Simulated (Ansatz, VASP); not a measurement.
One calculation of CoSn, two programs

```
CELL_PARAMETERS angstrom
5.21972 0.00000 0.00000
-2.60986 4.52041 0.00000
0.00000 0.00000 4.41858
ATOMIC_POSITIONS crystal
Co 0.00000 0.50000 0.00000
Co 0.50000 0.50000 0.00000
Co 0.50000 0.00000 0.00000
Sn 0.66667 0.33333 0.50000
Sn 0.33333 0.66667 0.50000
Sn 0.00000 0.00000 0.00000
```

Change from the starting cell: strain along c alone, the other axes held, atoms relaxed: +6.0 %.

Alike in both runs: task single point; functional PBEsol; k mesh 12 × 12 × 8; occupations gaussian, width 0.1 eV; no spin polarisation.

|  | VASP | Ansatz |
| --- | --- | --- |
| version | VASP 6.6.1 | Ansatz 0.2.0 |
| potentials or method | VASP PAW PBE potentials, release 64 (Co, Sn_d), cutoff 520 eV | scalar-relativistic, plane waves, PAW |
| valence electrons in the cell | 69 | 93 |

```tsv
	VASP	Ansatz	Ansatz less VASP
gap on the k mesh at the Fermi level (eV)	none	none	-
pressure (GPa)	-6.9	-6.9	+0.03
traceless stress, the component that is largest in VASP (GPa)	-6.75	-6.72	+0.027
```

VASP's potentials were made for PBE, not for PBEsol. A gap of «none» marks a metal or a gap that the smearing closes. VASP's potentials hold 69 valence electrons a cell and Ansatz's 93, so a difference there can come from the potentials and not from the codes.
